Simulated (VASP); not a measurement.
Pb, 1 atom in the cell. Symmetry: P6/mmm, No. 191, hexagonal system. Conventional cell: a = 3.045 Å, b = 3.045 Å, c = 2.886 Å, α = 90.00°, β = 90.00°, γ = 120.00°. Within 3.8 Å of Pb (site symmetry 6/mmm) lie 8 Pb at 2.89 to 3.04 Å.  This cell differs from its parent crystal: volume scaled by 0.7.

```yaml
Program: VASP 6.6.1
Task: single point
Functional: PBE
Potentials_or_basis: VASP PAW PBE potentials, release 64 (Pb_d)
Cutoff: 520 eV
k_mesh: 13 × 13 × 12
Occupations: fermi-dirac, width 0.1 eV
Spin: no spin polarisation
Dipole_correction: no
Further_INCAR_settings: ALGO = Normal; EDIFF = 1e-06; NBANDS = 13
```

Potentials or basis: VASP PAW PBE potentials, release 64 (Pb_d).

Run with:

```sh
$ cat potpaw_PBE.64/Pb_d/POTCAR > POTCAR
$ mpirun -np 1 vasp_std > vasp.out
```

Hardware: 1 thread of Intel Xeon 6975P-C (shared host).

Q: How long does it take, and how much memory?

A: It took 13 s on 1 thread of Intel Xeon 6975P-C (shared host), peak memory 0.17 GiB. Counts: scf iterations 11, k points 147.
